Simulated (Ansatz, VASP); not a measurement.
# One calculation of Mg, two programs

INCAR

```
SYSTEM = Mg
ALGO = Normal
EDIFF = 1E-7
ENCUT = 520
GGA = PE
ISIF = 2
ISMEAR = 0
LASPH = .TRUE.
LCHARG = .TRUE.
LELF = .TRUE.
LREAL = .FALSE.
LVHAR = .TRUE.
LWAVE = .FALSE.
NBANDS = 7
NELM = 80
PREC = Accurate
SIGMA = 0.1
```

The input KPOINTS:

```
k-points
0
G
  16 16 16
  0 0 0
```

Contents of POSCAR:

```
Mg
1.0
    0.0000000000      2.3042674054      2.3042674054
    2.3042674054      0.0000000000      2.3042674054
    2.3042674054      2.3042674054      0.0000000000
Mg
1
Direct
    0.0000000000      0.0000000000      0.0000000000
```

Input for Ansatz:

```yaml
crystal:
  lattice:
    - [0.0, 2.3042674054, 2.3042674054]
    - [2.3042674054, 0.0, 2.3042674054]
    - [2.3042674054, 2.3042674054, 0.0]
  atoms:
    - { symbol: Mg, position: [0.0, 0.0, 0.0] }
basis:
  ecutwfc: 420
kpoints:
  mp_grid: { grid: [16, 16, 16] }
hamiltonian:
  xc: pbe
scf:
  occupations: { method: gaussian, width: 0.1 }
output:
  forces: true
  stress: true
  eigenvalues: true
```

Alike in both runs: task single point; functional PBE; k mesh 16 × 16 × 16; occupations gaussian, width 0.1 eV; no spin polarisation.

|  | VASP | Ansatz |
| --- | --- | --- |
| version | VASP 6.6.1 | Ansatz 0.2.0 |
| potentials or method | VASP PAW PBE potentials, release 64 (Mg), cutoff 520 eV | scalar-relativistic, plane waves, PAW |
| valence electrons in the cell | 2 | 10 |

|  | VASP | Ansatz | Ansatz less VASP |
| --- | --- | --- | --- |
| gap on the k mesh at the Fermi level (eV) | none | none | - |
| pressure (GPa) | -1.9 | -1.8 | +0.12 |

A gap of «none» marks a metal or a gap that the smearing closes. VASP's potentials hold 2 valence electrons a cell and Ansatz's 10, so a difference there can come from the potentials and not from the codes.
